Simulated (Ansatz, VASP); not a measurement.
## Mg in VASP and in Ansatz

```
Mg
1.0
     0.00000    2.66081    2.66081
     2.66081    0.00000    2.66081
     2.66081    2.66081    0.00000
Mg
1
Direct
  0.00000 0.00000 0.00000
```

Alike in both runs: task single point; functional PBE; k mesh 14 × 14 × 14; occupations gaussian, width 0.1 eV; no spin polarisation.

|  | VASP | Ansatz |
| --- | --- | --- |
| version | VASP 6.6.1 | Ansatz 0.2.0 |
| potentials or method | VASP PAW PBE potentials, release 64 (Mg), cutoff 520 eV | scalar-relativistic, plane waves, PAW |
| valence electrons in the cell | 2 | 10 |

```csv
,VASP,Ansatz,Ansatz less VASP
gap on the k mesh at the Fermi level (eV),none,none,-
pressure (GPa),-6.1,-6.0,+0.03
```

A gap of «none» marks a metal or a gap that the smearing closes. VASP's potentials hold 2 valence electrons a cell and Ansatz's 10, so a difference there can come from the potentials and not from the codes.
